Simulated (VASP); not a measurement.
# Ge: single point with r2SCAN

The system is Ge.

```
Ge
1.0
     3.87578    0.00000    0.00000
    -1.93789    3.35652    0.00000
     0.00000    0.00000    6.50367
Ge
4
Direct
  0.66667 0.33333 0.06298
  0.33333 0.66667 0.56298
  0.66667 0.33333 0.43702
  0.33333 0.66667 0.93702
```

This cell differs from its parent crystal: strain -0.030 along x and y, -0.015 along z.

- Program: VASP 6.6.1
- Task: single point
- Functional: r2SCAN
- Potentials or basis: VASP PAW PBE potentials, release 64 (Ge_d)
- Cutoff: 520 eV
- k mesh: 12 × 12 × 6
- Occupations: gaussian, width 0.03 eV
- Spin: no spin polarisation

```yaml
Pressure: 6.6 GPa
Largest_force: 0.221 eV/Å
Band_gap_on_the_k_mesh: 0.39 eV, indirect (least direct gap 0.45 eV)
```

Forces on the atoms (eV/Å):
```
Ge   0.000  0.000  0.221
Ge   0.000  0.000  0.221
Ge   0.000  0.000 -0.221
Ge   0.000  0.000 -0.221
```

Stress tensor (GPa, compression positive):
```
7.79 0.00 0.00
0.00 7.79 0.00
0.00 0.00 4.21
```

Levels at points of the mesh, in eV from the valence-band top:
| k point | band 24 | band 25 | band 26 | band 27 | band 28 | band 29 | band 30 | band 31 | band 32 | band 33 |
| --- | --- | --- | --- | --- | --- | --- | --- | --- | --- | --- |
| (0.00, 0.00, 0.00) | -1.75 | -1.75 | -0.37 | 0.00 | 0.00 | 0.45 | 0.85 | 2.36 | 2.36 | 2.78 |
| (0.50, 0.00, 0.00) | -7.41 | -5.29 | -3.59 | -3.32 | -1.84 | 0.61 | 2.00 | 3.65 | 3.91 | 4.41 |
| (0.00, 0.00, 0.50) | -5.29 | -1.07 | -1.07 | -1.07 | -1.07 | 1.24 | 1.24 | 3.55 | 3.55 | 3.55 |
| (0.50, 0.00, 0.50) | -8.64 | -3.06 | -3.06 | -2.88 | -2.88 | 0.64 | 0.64 | 2.13 | 2.13 | 6.56 |

It took 16 min on 1 thread of Oxide Virtual Turin-like Processor (shared host), peak memory 0.28 GiB.

Caveat: the cell differs from its parent crystal (strain -0.030 along x and y, -0.015 along z); the PAW data sets were made with another functional, which shifts forces and pressure a little. A k mesh can miss the band edges.
